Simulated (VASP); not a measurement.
# Si62C (a cell with a defect) in VASP: single point with PBE+D3(BJ)

Aim: the single point of Si62C (a cell with a defect) with PBE+D3(BJ).

Program: VASP 6.6.1. These are calculated values, not measurements. Logs are shortened: lines on timing, memory, paths and dates and some standing lists are left out, and cuts for length are marked.

### 1 The cell of the first run

The cell holds a defect, 63 atoms: a = 10.860 Å, b = 10.860 Å, c = 10.860 Å, α = 90.00°, β = 90.00°, γ = 90.00°.

### 2 Single point, PBE+D3(BJ)

INCAR

```
PREC = Accurate
ENCUT = 520
EDIFF = 1E-7
ISMEAR = 0
SIGMA = 0.02
LREAL = Auto
LASPH = T
NELM = 80
ALGO = Normal
ISIF = 2
LWAVE = F
LCHARG = T
GGA = PE
IVDW = 12
LELF = T
LVHAR = T
NBANDS = 163
```

KPOINTS

```
Automatic mesh
0
Gamma
  1 1 1
```

POSCAR

```
Si62C
1.0
   10.8600000000      0.0000000000      0.0000000000
    0.0000000000     10.8600000000      0.0000000000
    0.0000000000      0.0000000000     10.8600000000
Si C
62 1
Direct
    0.5247574586     -0.0231037753     -0.0070511050
    0.6301684162      0.1212604052      0.1212353591
    0.7518689687      0.2528996317     -0.0018110497
    0.8824598527      0.3840969613      0.1137183241
    0.7531497238      0.0050502762      0.2593601289
    0.8781384899      0.1335140884      0.3846178637
   -0.0110306630     -0.0086841621      0.0072908840
    0.1237485267      0.1224113260      0.1260423573
    0.2597579190      0.2418819521      0.0030069061
    0.3789143646      0.3794369245      0.1276003683
    0.5067427256      0.5100348987      0.0033197053
    0.6623227440      0.6514613260      0.0936924494
    0.8626590239      0.8659830571      0.1359189687
    0.2540437385     -0.0011447514      0.2479916206
    0.3756071823      0.1273799263      0.3734616943
    0.5036139963      0.2471575506      0.2455267035
    0.6317517495      0.3772764273      0.3639454880
    0.7570094843      0.5091184162      0.2374591160
    0.8773625230      0.6237678637      0.3780860037
    0.4969720994      0.0015206262      0.5008578269
    0.6263019337      0.1277724678      0.6241778085
    0.7537869245      0.2643741252      0.5097157459
    0.8680902394      0.3984862799      0.6496230203
    0.7524339779     -0.0045920810      0.7456651934
    0.8733567219      0.1224545120      0.8767074586
    0.0110785451      0.5095186004     -0.0126458564
    0.1275346225      0.6271283610      0.1253401473
    0.2532835175      0.7515779006      0.0022326888
    0.3842479742      0.8760362799      0.1236468692
    0.0012011050      0.2529554328      0.2485663904
    0.1231391344      0.3764825967      0.3788860037
    0.2492475138      0.4999728361      0.2525890424
    0.3783324125      0.6269488950      0.3711193370
    0.5141312155      0.7477947514      0.2410390424
    0.6252930018      0.8773837937      0.3780115101
    0.0027213628     -0.0041272560      0.5037616022
    0.1206665746      0.1281471455      0.6284443831
    0.2486077348      0.2479299263      0.5004478821
    0.3760395948      0.3737741252      0.6217704420
    0.4997078269      0.4930644567      0.4893825967
    0.6133714549      0.6247616943      0.6153073665
    0.7496178637      0.7481458564      0.5008415285
    0.8785047882      0.8652017495      0.6316401473
    0.2391101289     -0.0019576427      0.7565912523
    0.3848239411      0.1109869245      0.8786368324
    0.4993431860      0.2474891344      0.7511090239
    0.6207794659      0.3798737569      0.8772150092
    0.7308707182      0.5415176796      0.7764210866
    0.0005032228      0.7482069982      0.2523511050
    0.1277205341      0.8753624309      0.3740766114
   -0.0012141805      0.4993261510      0.5090744015
    0.1162007366      0.6275192449      0.6389828729
    0.2462620626      0.7484244936      0.5032148250
    0.3645816759      0.8822728361      0.6245664825
   -0.0036097606      0.2540877532      0.7549895028
    0.1345220074      0.3703101289      0.8779452118
    0.2532168508      0.4979295580      0.7500953039
    0.3759827808      0.6271674033      0.8744559853
    0.4904833333      0.7505476059      0.7382392265
    0.6515732044      0.8337992634      0.8557709945
   -0.0311466851      0.7236294659      0.7874164825
    0.1126224678      0.8661914365      0.8818521179
    0.7507584715      0.6876408840     -0.1242947514
```

Potentials or basis: VASP PAW PBE potentials, release 64 (Si, C).

Started as:

```
$ cat potpaw_PBE.64/Si/POTCAR potpaw_PBE.64/C/POTCAR > POTCAR
$ mpirun -np 1 vasp_gam > vasp.out
```

OUTCAR:

```text
PREC = Accurate
   ENCUT = 520
   EDIFF = 1E-7
   ISMEAR = 0
   LREAL = Auto
   LASPH = T
   NELM = 80
   ISIF = 2
   GGA = PE
   IVDW = 12
 IVDW          = 12

 ion  position               nearest neighbor table
   1  0.525  0.977  0.993-  29 2.35   2 2.39  45 2.44  60 2.56
   2  0.630  0.121  0.121-   3 2.36  16 2.36   5 2.37   1 2.39
   3  0.752  0.253  0.998-  25 2.34   2 2.36   4 2.37  47 2.38
   4  0.882  0.384  0.114-  18 2.35   3 2.37  26 2.39  30 2.42
   5  0.753  0.005  0.259-  13 2.34  35 2.35   2 2.37   6 2.37
   6  0.878  0.134  0.385-   5 2.37  30 2.38  22 2.39  36 2.40
   7  0.989  0.991  0.007-  62 2.35  25 2.37  13 2.38   8 2.42
   8  0.124  0.122  0.126-  30 2.36  14 2.36   9 2.38   7 2.42
   9  0.260  0.242  0.003-  56 2.37   8 2.38  45 2.39  10 2.40
  10  0.379  0.379  0.128-  16 2.35  32 2.35   9 2.40  11 2.40
  11  0.507  0.510  0.003-  47 2.33  58 2.36  10 2.40  12 2.49
  12  0.662  0.651  0.094-  18 2.43  11 2.49  34 2.50  63 2.58
  13  0.863  0.866  0.136-  49 2.34   5 2.34   7 2.38
  14  0.254  0.999  0.248-  15 2.36  50 2.36   8 2.36  29 2.37
  15  0.376  0.127  0.373-  38 2.35  20 2.35  14 2.36  16 2.36
  16  0.504  0.247  0.246-  10 2.35  15 2.36   2 2.36  17 2.36
  17  0.632  0.377  0.364-  40 2.34  16 2.36  22 2.40  18 2.41
  18  0.757  0.509  0.237-   4 2.35  19 2.36  17 2.41  12 2.43
  19  0.877  0.624  0.378-  49 2.34  42 2.35  51 2.36  18 2.36
  20  0.497  0.002  0.501-  15 2.35  35 2.35  54 2.36  21 2.38
  21  0.626  0.128  0.624-  46 2.34  20 2.38  22 2.38  24 2.38
  22  0.754  0.264  0.510-  21 2.38   6 2.39  17 2.40  23 2.44
  23  0.868  0.398  0.650-  51 2.35  55 2.39  22 2.44  48 2.56
  24  0.752  0.995  0.746-  43 2.33  25 2.38  21 2.38  60 2.39
  25  0.873  0.122  0.877-   3 2.34  55 2.36   7 2.37  24 2.38
  26  0.011  0.510  0.987-  27 2.34  56 2.34   4 2.39
  27  0.128  0.627  0.125-  26 2.34  28 2.34  49 2.35  32 2.36
  28  0.253  0.752  0.002-  27 2.34  58 2.35  29 2.36  62 2.36
  29  0.384  0.876  0.124-   1 2.35  34 2.36  28 2.36  14 2.37
  30  0.001  0.253  0.249-   8 2.36  31 2.36   6 2.38   4 2.42
  31  0.123  0.376  0.379-  38 2.36  32 2.36  30 2.36  51 2.37
  32  0.249  0.500  0.253-  33 2.35  10 2.35  31 2.36  27 2.36
[... 29 lines left out ...]
  62  0.113  0.866  0.882-   7 2.35  28 2.36  44 2.41  61 2.43
  63  0.751  0.688  0.876-  60 1.93  48 1.93  12 2.58  61 2.58

  LATTYP: Found a simple cubic cell.
 ALAT       =    10.8600000000

  Lattice vectors:

 A1 = (  10.8600000000,   0.0000000000,   0.0000000000)
 A2 = (   0.0000000000,  10.8600000000,   0.0000000000)
 A3 = (   0.0000000000,   0.0000000000,  10.8600000000)

Analysis of symmetry for initial positions (statically):
=====================================================================
 Subroutine PRICEL returns:
 Original cell was already a primitive cell.

 Routine SETGRP: Setting up the symmetry group for a
 simple cubic supercell.

 Subroutine GETGRP returns: Found  1 space group operations
 (whereof  1 operations were pure point group operations)
 out of a pool of 48 trial point group operations.

The static configuration has the point symmetry C_1 .

Analysis of symmetry for dynamics (positions and initial velocities):
=====================================================================
 Subroutine PRICEL returns:
 Original cell was already a primitive cell.

 Routine SETGRP: Setting up the symmetry group for a
 simple cubic supercell.

 Subroutine GETGRP returns: Found  1 space group operations
 (whereof  1 operations were pure point group operations)
 out of a pool of 48 trial point group operations.

The dynamic configuration has the point symmetry C_1 .

 Subroutine INISYM returns: Found  1 space group operations
 (whereof  1 operations are pure point group operations),
 and found     1 'primitive' translations

----------------------------------------------------------------------------------------

                                     Primitive cell

  volume of cell :    1280.8241

  direct lattice vectors                    reciprocal lattice vectors
    10.860000000  0.000000000  0.000000000     0.092081031  0.000000000  0.000000000
     0.000000000 10.860000000  0.000000000     0.000000000  0.092081031  0.000000000
     0.000000000  0.000000000 10.860000000     0.000000000  0.000000000  0.092081031

  length of vectors
    10.860000000 10.860000000 10.860000000     0.092081031  0.092081031  0.092081031

  position of ions in fractional coordinates (direct lattice)
     0.524757459  0.976896225  0.992948895
     0.630168416  0.121260405  0.121235359
     0.751868969  0.252899632  0.998188950
     0.882459853  0.384096961  0.113718324
     0.753149724  0.005050276  0.259360129
     0.878138490  0.133514088  0.384617864
[... 55 lines left out ...]
     0.112622468  0.866191437  0.881852118
     0.750758471  0.687640884  0.875705249

  ion indices of the primitive-cell ions
   primitive index   ion index
                 1           1
                 2           2
                 3           3
                 4           4
                 5           5
                 6           6
[... 55 lines left out ...]
                62          62
                63          63

----------------------------------------------------------------------------------------

 KPOINTS: Automatic mesh

Automatic generation of k-mesh.
 Grid dimensions read from file:
 generate k-points for:    1    1    1

 Generating k-lattice:

  Cartesian coordinates                     Fractional coordinates (reciprocal lattice)
     0.092081031  0.000000000  0.000000000     1.000000000  0.000000000  0.000000000
     0.000000000  0.092081031  0.000000000     0.000000000  1.000000000  0.000000000
     0.000000000  0.000000000  0.092081031     0.000000000  0.000000000  1.000000000

  Length of vectors
     0.092081031  0.092081031  0.092081031

  Shift w.r.t. Gamma in fractional coordinates (k-lattice)
     0.000000000  0.000000000  0.000000000

 Subroutine IBZKPT returns following result:
 ===========================================

 Found      1 irreducible k-points:

 Following reciprocal coordinates:
            Coordinates               Weight
  0.000000  0.000000  0.000000      1.000000
   k-points           NKPTS =      1   k-points in BZ     NKDIM =      1   number of bands    NBANDS=    163
   number of dos      NEDOS =    301   number of ions     NIONS =     63
   total plane-waves  NPLWV = 592704
   dimension x,y,z NGX =    84 NGY =   84 NGZ =   84
   dimension x,y,z NGXF=   168 NGYF=  168 NGZF=  168
   ions per type =              62   1
   NGX,Y,Z   is equivalent  to a cutoff of  12.86, 12.86, 12.86 a.u.
   NGXF,Y,Z  is equivalent  to a cutoff of  25.72, 25.72, 25.72 a.u.
 SYSTEM =  unknown system
   PREC   = accura    normal or accurate (medium, high low for compatibility)
   ISTART =      0    job   : 0-new  1-cont  2-samecut
   ICHARG =      2    charge: 1-file 2-atom 10-const
   ISPIN  =      1    spin polarized calculation?
   LNONCOLLINEAR =      F non collinear calculations
   LSORBIT =      F    spin-orbit coupling
   LASPH  =      T    aspherical Exc in radial PAW
   ENCUT  =  520.0 eV  38.22 Ry    6.18 a.u.  20.19 20.19 20.19*2*pi/ulx,y,z
   NELM   =     80;   NELMIN=  2; NELMDL= -5     # of ELM steps
   EDIFF  = 0.1E-06   stopping-criterion for ELM
   LREAL  =      T    real-space projection
   EDIFFG = 0.1E-05   stopping-criterion for IOM
   NSW    =      0    number of steps for IOM
   IBRION =     -1    ionic relax: 0-MD 1-quasi-New 2-CG
   NFREE  =      0    steps in history (QN), initial steepest desc. (CG)
   ISIF   =      2    stress and relaxation
   ISYM   =      2    0-nonsym 1-usesym 2-fastsym
   POTIM  = 0.5000    time-step for ionic-motion
   TEBEG  =    0.0;   TEEND  =   0.0 temperature during run
   PSTRESS=    0.0 pullay stress
   NELECT =     252.0000    total number of electrons
   NUPDOWN=      -1.0000    fix difference up-down
   EMIN   =  10.00;   EMAX   =-10.00  energy-range for DOS
   EFERMI =   0.00;   METHOD = LEGACY
   ISMEAR =     0;   SIGMA  =   0.02  broadening in eV -4-tet -1-fermi 0-gaus
   EFERMI_NEDOS =   21; number of points for ismear=-14 and -15
   IALGO  =     38    algorithm
   IMIX   =      4    mixing-type and parameters
     AMIX     =   0.40;   BMIX     =  1.00
     AMIX_MAG =   1.60;   BMIX_MAG =  1.00
  volume/ion in A,a.u.               =      20.33       137.20
  Fermi-wavevector in a.u.,A,eV,Ry     =   0.952164  1.799329 12.335269  0.906617
  Thomas-Fermi vector in A             =   2.080702
   LORBIT       =      0    0 simple, 1 ext, 2 COOP (PROOUT), +10 PAW based schemes
   GGA     = PE    functional components
   LHFCALC =     F    Hartree Fock is set to
   AEXX    =    0.0000 exact exchange contribution
   IVDW    =    12    specifies the selected vdW correction
   LEPSILON=     F    determine dielectric tensor
   LRPA    =     F    only Hartree local field effects (RPA)
 non-spin polarized calculation
 Gauss-broadening in eV      SIGMA  =   0.02
  energy-cutoff  :      520.00
  volume of cell :     1280.82
 maximum number of plane-waves:     17229
 NGX is ok and might be reduce to    84
   NGX = 41   NGY = 41   NGZ = 41

 number of electron     252.0000005 magnetization

 Free energy of the ion-electron system (eV)
  ---------------------------------------------------
  ext. energy  EPLUGINS =         0.00000000
  ---------------------------------------------------
  free energy    TOTEN  =      -332.28690982 eV

  energy without entropy =     -332.28690982  energy(sigma->0) =     -332.28690982

 E-fermi :   5.7132     XC(G=0):  -9.3341

 val. band max:        5.6062711602   @ k =   0.0000   0.0000   0.0000
 cond. band min:       5.8417382316   @ k =   0.0000   0.0000   0.0000
 fundamental gap:      0.2354670714
 Fermi energy:         5.7131679861

 k-point     1 :       0.0000    0.0000    0.0000
  band No.  band energies     occupation
      1      -6.3985      2.00000
      2      -5.8994      2.00000
      3      -5.1747      2.00000
      4      -5.1554      2.00000
      5      -5.1426      2.00000
      6      -5.1359      2.00000
[... 130 lines left out ...]
    137       6.8288      0.00000
    138       6.8720      0.00000
 [bands above 138 left out]

------------------------ aborting loop because EDIFF is reached ----------------------------------------

 Edisp (eV)  -19.64664

 E6    (eV) :   -11.5277

 E8    (eV) :    -8.1189

  FORCE on cell =-STRESS in cart. coord.  units (eV):
  Direction    XX          YY          ZZ          XY          YZ          ZX
  --------------------------------------------------------------------------------------
  -------------------------------------------------------------------------------------
  Total     -17.89299   -23.19457   -17.88519    -2.70769     2.77485     5.63121
  in kB     -22.38226   -29.01399   -22.37251    -3.38704     3.47105     7.04406
  external pressure =      -24.59 kB  Pullay stress =        0.00 kB

 VOLUME and BASIS-vectors are now :
 -----------------------------------------------------------------------------
  energy-cutoff  :      520.00
  volume of cell :     1280.82
      direct lattice vectors                 reciprocal lattice vectors
    10.860000000  0.000000000  0.000000000     0.092081031  0.000000000  0.000000000
     0.000000000 10.860000000  0.000000000     0.000000000  0.092081031  0.000000000
     0.000000000  0.000000000 10.860000000     0.000000000  0.000000000  0.092081031

 POSITION                                       TOTAL-FORCE (eV/Angst)
 -----------------------------------------------------------------------------------
      5.69887     10.60909     10.78342        -0.000008      0.002361      0.004775
      6.84363      1.31689      1.31662         0.002017      0.001324      0.002786
      8.16530      2.74649     10.84033         0.000711      0.002560     -0.001042
      9.58351      4.17129      1.23498        -0.002294     -0.002216      0.000307
      8.17921      0.05485      2.81665        -0.001082      0.002152     -0.001344
      9.53658      1.44996      4.17695        -0.001634      0.000338      0.000503
[... 55 lines left out ...]
      1.22308      9.40684      9.57691         0.003156      0.001354      0.002867
      8.15324      7.46778      9.51016         0.001744     -0.000201      0.007853
 -----------------------------------------------------------------------------------
    total drift:                               -0.003575      0.001931     -0.019233

  FREE ENERGIE OF THE ION-ELECTRON SYSTEM (eV)
  ---------------------------------------------------
  free  energy   TOTEN  =      -351.9335510721 eV

  energy  without entropy=     -351.9335510721  energy(sigma->0) =     -351.93355107
```

Run time: 9.3 min. Hardware: 1 thread of Oxide Virtual Turin-like, shared host; peak memory 0.99 GiB.

Results:

* Free energy: -351.9336 eV
* Pressure: -2.5 GPa
* Largest force: 0.019 eV/Å
* Dispersion energy per atom: -0.312 eV

Forces on the atoms (eV/Å):
```
Si   0.000  0.002  0.005
Si   0.002  0.001  0.003
Si   0.001  0.003 -0.001
Si  -0.002 -0.002  0.000
Si  -0.001  0.002 -0.001
Si  -0.002  0.000  0.001
Si  -0.001  0.001 -0.004
Si   0.000  0.000  0.002
Si  -0.002  0.001  0.000
Si   0.000 -0.001  0.000
Si  -0.004 -0.002 -0.004
Si  -0.002 -0.003  0.002
Si   0.001  0.001  0.002
Si   0.002  0.000 -0.001
Si   0.001 -0.001 -0.001
Si   0.000 -0.002 -0.001
Si  -0.003  0.001  0.000
Si   0.002 -0.002  0.003
Si   0.000  0.002 -0.002
Si  -0.004  0.002  0.000
Si   0.000 -0.001  0.001
Si   0.000 -0.001  0.000
Si   0.003 -0.002 -0.001
Si   0.003  0.000  0.000
Si   0.000  0.001  0.000
Si   0.002 -0.003  0.003
Si  -0.001  0.002  0.003
Si   0.002 -0.001  0.002
Si   0.000 -0.003 -0.001
Si   0.001  0.003 -0.001
Si   0.002  0.000 -0.001
Si  -0.004  0.001 -0.002
Si  -0.001 -0.005  0.000
Si  -0.002  0.004  0.006
Si   0.001  0.000  0.000
Si   0.003 -0.002  0.002
Si   0.000 -0.002 -0.003
Si   0.001  0.000  0.000
Si   0.001  0.000  0.001
Si   0.001  0.003  0.005
Si   0.001  0.002  0.001
Si   0.000  0.000  0.000
Si  -0.004 -0.003 -0.001
Si  -0.001 -0.002 -0.002
Si   0.001  0.002 -0.002
Si   0.000 -0.001  0.000
Si   0.003 -0.001  0.001
Si  -0.007 -0.011 -0.009
Si   0.002 -0.002  0.002
Si  -0.001 -0.001 -0.002
Si  -0.002  0.001 -0.002
Si   0.001 -0.005 -0.004
Si  -0.001  0.003  0.000
Si   0.003 -0.001  0.001
Si   0.001 -0.002  0.003
Si   0.002  0.000 -0.002
Si   0.004 -0.002  0.002
Si   0.001  0.003 -0.001
Si  -0.001  0.000  0.001
Si  -0.012  0.012 -0.007
Si   0.005  0.005 -0.005
Si   0.003  0.001  0.003
C    0.002  0.000  0.008
```

Stress tensor (GPa, compression positive):
```
-2.24 -0.34  0.70
-0.34 -2.90  0.35
 0.70  0.35 -2.24
```

Levels at points of the mesh, in eV from the Fermi level:
| k point | band 123 | band 124 | band 125 | band 126 | band 127 | band 128 | band 129 | band 130 |
| --- | --- | --- | --- | --- | --- | --- | --- | --- |
| (0.00, 0.00, 0.00) | -0.64 | -0.44 | -0.35 | -0.11 | 0.13 | 0.35 | 0.56 | 0.68 |

Caveat: the k points lie up to 0.58 Å⁻¹ apart.
